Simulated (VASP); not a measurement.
ZnO (zincite):

```
Zn O
1.0
     3.20539    0.00000    0.00000
    -1.60270    2.77595    0.00000
     0.00000    0.00000    5.13535
Zn O
2 2
Direct
  0.66667 0.33333 0.00000
  0.33333 0.66667 0.50000
  0.33333 0.66667 0.87901
  0.66667 0.33333 0.37901
```

Base run:

```yaml
Program: VASP 6.6.1
Functional: PBE exchange alone
Potentials_or_basis: VASP PAW PBE potentials, release 64 (Zn, O)
Cutoff: 520 eV
k_mesh: 9 × 9 × 5
Occupations: fermi-dirac, width 0.05 eV
Spin: no spin polarisation
```

Its results: band gap on the k mesh 0.99 eV, direct; pressure 29.7 GPa; largest force 0.098 eV/Å.

Task: The run is repeated on the same cell with these changes: functional from PBE exchange alone to revPBE. What comes out?

Result: Band gap on the k mesh 0.91 eV, direct; pressure 16.5 GPa; largest force 0.094 eV/Å.

Caveats: the PAW data sets were made with another functional, which shifts forces and pressure a little (some runs).

